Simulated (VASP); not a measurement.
Set up this calculation in VASP 6.6.1, as the native input.

- Task: relaxation of cell and atoms
- Functional: PBE
- Potentials or basis: VASP PAW PBE potentials, release 64 (Y_sv, Ti_sv, Te)
- Cutoff: 600 eV
- k mesh: 4 × 4 × 4
- Occupations: gaussian, width 0.1 eV
- Spin: no spin polarisation
- Dipole correction: no
- Further INCAR settings: ALGO = Normal; EDIFF = 1e-06; IBRION = 2; EDIFFG = -0.04; NSW = 90; ISIF = 3

The structure of YTiTe3 lies in POSCAR:

```
YTiTe3
1.0
    5.3459223000      0.0000000000      0.0000000000
    0.0000000000      5.3459223000      0.0000000000
    0.0000000000      0.0000000000      5.3459223000
Y Ti Te
1 1 3
Direct
    0.5000000000      0.5000000000      0.5000000000
    0.0000000000      0.0000000000      0.0000000000
    0.5000000000      0.0000000000      0.0000000000
    0.0000000000      0.5000000000      0.0000000000
    0.0000000000      0.0000000000      0.5000000000
```

The cell was generated, and may not be a known phase.

One way to write it, as run:

INCAR

```
SYSTEM = YTiTe3
PREC = Accurate
ENCUT = 600
EDIFF = 1E-6
ISMEAR = 0
SIGMA = 0.1
LREAL = .FALSE.
LASPH = .TRUE.
NELM = 100
ALGO = Normal
ISIF = 3
LWAVE = .FALSE.
LCHARG = .FALSE.
GGA = PE
IBRION = 2
NSW = 90
EDIFFG = -0.04
```

KPOINTS

```
Automatic mesh
0
G
  4 4 4
  0 0 0
```

Potentials or basis: VASP PAW PBE potentials, release 64 (Y_sv, Ti_sv, Te).

The run is started by

```sh
$ cat potpaw_PBE.64/Y_sv/POTCAR potpaw_PBE.64/Ti_sv/POTCAR potpaw_PBE.64/Te/POTCAR > POTCAR
$ mpirun -np 1 vasp_std > vasp.out
```

It gave:

```
Relaxed volume                        : 30.32 Å³/atom
Relaxed cell                          : a = 5.332 Å, b = 5.332 Å, c = 5.332 Å, α = 90.00°, β = 90.00°, γ = 90.00°
Space group after relaxing (to 0.1 Å) : Pm-3m (No. 221)
Energy gained by relaxing             : 0.1 meV/atom
Ionic steps                           : 2
Pressure after relaxing               : 0.1 GPa
```

Caveat: the highest band is partly filled, so the run has too few bands.

Wall time 86 s on 1 thread of Intel(R) Xeon(R) 6975P-C (Granite Rapids), with other jobs on the host, peak memory 0.37 GiB.
